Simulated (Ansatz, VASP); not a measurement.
## Two plane-wave programs on SnO2

```
Sn O
1.0
    -3.23725    0.00000    0.00000
    -1.61863   -2.80354    0.00000
    -2.42794   -1.40177   15.67548
Sn O
3 6
Cartesian
  -3.2373 -1.8690 6.4375
  -3.2373 0.0000 2.1457
  -1.6186 -0.9345 10.7293
  -3.2373 -1.8690 3.1363
  -3.2373 0.0000 11.7199
  -1.6186 -0.9345 7.4281
  -3.2373 -1.8690 9.7388
  -3.2373 0.0000 5.4470
  -1.6186 -0.9345 1.1551
```

Alike in both runs: task single point; functional PBE; dispersion D3(BJ); k mesh 9 × 9 × 2; occupations gaussian, width 0.05 eV; no spin polarisation.

|  | VASP | Ansatz |
| --- | --- | --- |
| version | VASP 6.6.1 | Ansatz 0.2.0 |
| potentials or method | VASP PAW PBE potentials, release 64 (Sn_d, O), cutoff 520 eV | scalar-relativistic, plane waves, PAW |
| valence electrons in the cell | 78 | 78 |

```tsv
	VASP	Ansatz	Ansatz less VASP
gap on the k mesh at the Fermi level (eV)	1.93	1.95	+0.021
least direct gap on the mesh (eV)	2.10	2.12	+0.017
pressure (GPa)	0.4	-0.2	-0.56
traceless stress, the component that is largest in VASP (GPa)	0.10	0.47	+0.370
rms of the force components (eV/Å)	0.082	0.066	-0.0158
```

Atom by atom the forces differ by 0.027 eV/Å (rms over components).
